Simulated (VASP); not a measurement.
## BAs: single point with r2SCAN50

BAs:

```
B As
1.0
     2.95701    0.00000    0.00000
     0.00000    2.95701    0.00000
     0.00000    0.00000    2.95701
B As
1 1
Cartesian
  1.4785 1.4785 1.4785
  0.0000 0.0000 0.0000
```

- Program: VASP 6.6.1
- Task: single point
- Functional: r2SCAN50
- Potentials or basis: VASP PAW PBE potentials, release 64 (B, As)
- Cutoff: 520 eV
- k mesh: 5 × 5 × 5
- Occupations: fermi-dirac, width 0.05 eV
- Spin: no spin polarisation

The pressure is -13.4 GPa. The band gap on the k mesh is zero (bands 4 and 5 overlap by 6.11 eV).

Levels at points of the mesh, in eV from the Fermi level:
```csv
k point,band 1,band 2,band 3,band 4,band 5,band 6,band 7,band 8
"(0.00, 0.00, 0.00)",-20.12,-1.47,-1.47,-1.47,-0.48,7.64,7.64,12.87
```

Wall time 4.3 min on 1 thread of Intel(R) Xeon(R) Platinum 8488C (Sapphire Rapids), with other jobs on the host, peak memory 0.15 GiB.

Caveat: the k points lie up to 0.42 Å⁻¹ apart, too coarse for converged energies and pressures of a metal; the PAW data sets were made with another functional, which shifts forces and pressure a little.
